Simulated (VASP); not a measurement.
Runs of VASP 6.6.1 on SnO. The structure is that of space group Pmmn (No. 59), or close to it. The cells are those of the table. 

```tsv
cell	gap on the mesh (eV)	pressure (GPa)	largest force (eV/Å)
a = 4.301, b = 3.303, c = 4.836 Å, 4 atoms	0.01	13.0	2.36
a = 3.232, b = 4.372, c = 4.836 Å, 4 atoms	(b)	16.0	2.86
a = 3.945, b = 3.659, c = 4.836 Å, 4 atoms	none	5.1	0.57
a = 4.230, b = 3.374, c = 4.836 Å, 4 atoms	none	10.6	1.93
a = 4.016, b = 3.588, c = 4.836 Å, 4 atoms	none	(a)	0.87
```

Alike in all rows: task single point; level PBE; potentials or basis VASP PAW PBE potentials, release 64 (Sn_d, O); no spin polarisation; k mesh 12 × 12 × 10; cutoff (eV) 520; smearing gaussian 0.15 eV.

Task: Fill in the values left out.

Result: (a) 5.9; (b) 0.03.

Caveats: semilocal functionals underestimate gaps, and a narrow one can read as zero; spin-orbit coupling is left out, which moves the levels of the heavy elements; forces of over 1 eV/Å act on the atoms, so gaps and moduli don't describe the material at rest (at least some runs); the smearing spreads over this small gap (at least some runs); the stress differs along the axes, from 1 to 26 GPa (at least some runs); the stress differs along the axes, from 1 to 32 GPa (at least some runs); the stress differs along the axes, from 3 to 8 GPa (at least some runs).

A k mesh can miss the band edges, and the runs leave out spin-orbit coupling on Sn.

A gap of «none» marks levels without a gap at the run's occupations.
